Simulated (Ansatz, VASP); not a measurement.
One calculation of Al3BN2, two programs

File INCAR:

```
PREC = Accurate ; ENCUT = 600
EDIFF = 1E-7 ; ISMEAR = 0
SIGMA = 0.15 ; LREAL = False
LASPH = True ; NELM = 120
ALGO = Normal ; ISIF = 3
LWAVE = False ; LCHARG = False
GGA = PE ; IBRION = 2
NSW = 36 ; EDIFFG = -0.08
GGA_COMPAT = False ; NELMIN = 4
```

KPOINTS

```
Automatic mesh
0
Gamma
  4 4 2
```

File POSCAR:

```
Al3BN2
1.0
    3.7354949900      0.0000000000      0.0000000000
   -1.8677474900      3.2350335600      0.0000000000
    0.0000000000      0.0000000000      6.1445504100
Al B N
3 1 2
Direct
    0.3333333300      0.6666666700      0.0000000000
    0.3333333300      0.6666666700      0.2841880700
    0.3333333300      0.6666666700      0.7158119300
    0.0000000000      0.0000000000      0.0000000000
    0.3333333300      0.6666666700      0.5000000000
    0.6666666700      0.3333333300      0.0000000000
```

Input for Ansatz:

```yaml
crystal:
  lattice:
    - [3.73549499, 0.0, 0.0]
    - [-1.86774749, 3.23503356, 0.0]
    - [0.0, 0.0, 6.14455041]
  atoms:
    - { symbol: Al, position: [0.33333333, 0.66666667, 0.0] }
    - { symbol: Al, position: [0.33333333, 0.66666667, 0.28418807] }
    - { symbol: Al, position: [0.33333333, 0.66666667, 0.71581193] }
    - { symbol: B, position: [0.0, 0.0, 0.0] }
    - { symbol: "N", position: [0.33333333, 0.66666667, 0.5] }
    - { symbol: "N", position: [0.66666667, 0.33333333, 0.0] }
basis:
  ecutwfc: 420
kpoints:
  mp_grid: { grid: [4, 4, 2] }
hamiltonian:
  xc: pbe
scf:
  occupations: { method: gaussian, width: 0.15 }
  lower_state_search: "off"
output:
  forces: true
  stress: true
  eigenvalues: true
relax:
  adjacent_minimum: "off"
  f_tol: 0.08
  max_steps: 16
  cell: { stress_tol: 0.8 }
```

Alike in both runs: task relaxation of cell and atoms; functional PBE; k mesh 4 × 4 × 2; occupations gaussian, width 0.15 eV; no spin polarisation.

|  | VASP | Ansatz |
| --- | --- | --- |
| version | VASP 6.6.1 | Ansatz 0.2.0 |
| potentials or method | VASP PAW PBE potentials, release 64 (Al, B, N), cutoff 600 eV | scalar-relativistic, plane waves, PAW |
| valence electrons in the cell | 22 | 22 |

```tsv
	VASP	Ansatz	Ansatz less VASP
gap on the k mesh at the Fermi level, each at its own relaxed structure (eV)	none	none	-
relaxed volume (Å³/atom)	17.75	18.02	+0.268
relaxed cell length with the largest relative difference (Å)	8.508	8.653	+0.1450
```

A gap of «none» marks a metal or a gap that the smearing closes.

The k mesh is coarse, so the values compare programs but aren't converged. Noted on VASP's run: the volume moved by over 15 % at a fixed basis, so the end points are rough.
